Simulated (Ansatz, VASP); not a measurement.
# InRh: VASP beside Ansatz

```
CELL_PARAMETERS angstrom
3.19600 0.00000 0.00000
0.00000 3.19600 0.00000
0.00000 0.00000 3.19600
ATOMIC_POSITIONS crystal
In 0.50000 0.50782 0.50000
Rh 0.00000 0.00000 0.00000
```

Change from the starting cell: all In atoms moved +0.025 Å, as atom 1 along Cartesian [0 1 0].

Alike in both runs: task single point; functional LDA; k mesh 16 × 16 × 16; occupations gaussian, width 0.15 eV; no spin polarisation.

|  | VASP | Ansatz |
| --- | --- | --- |
| version | VASP 6.6.1 | Ansatz 0.2.0 |
| potentials or method | VASP PAW LDA potentials, release 64 (In_d, Rh_pv), cutoff 520 eV | scalar-relativistic, plane waves, PAW |
| valence electrons in the cell | 28 | 30 |

VASP gave:

```
gap on the k mesh at the Fermi level (eV) : none
pressure (GPa)                            : -5.1
rms of the force components (eV/Å)        : 0.083
```

Task: Which values does Ansatz return?

Result: gap on the k mesh at the Fermi level (eV): none; pressure (GPa): -5.8; rms of the force components (eV/Å): 0.081.

LDA's correlation is that of Perdew and Zunger in VASP and of Perdew and Wang (1992) in Ansatz. Atom by atom the forces differ by 0.002 eV/Å (rms over components). A gap of «none» marks a metal or a gap that the smearing closes. VASP's potentials hold 28 valence electrons a cell and Ansatz's 30, so a difference there can come from the potentials and not from the codes.
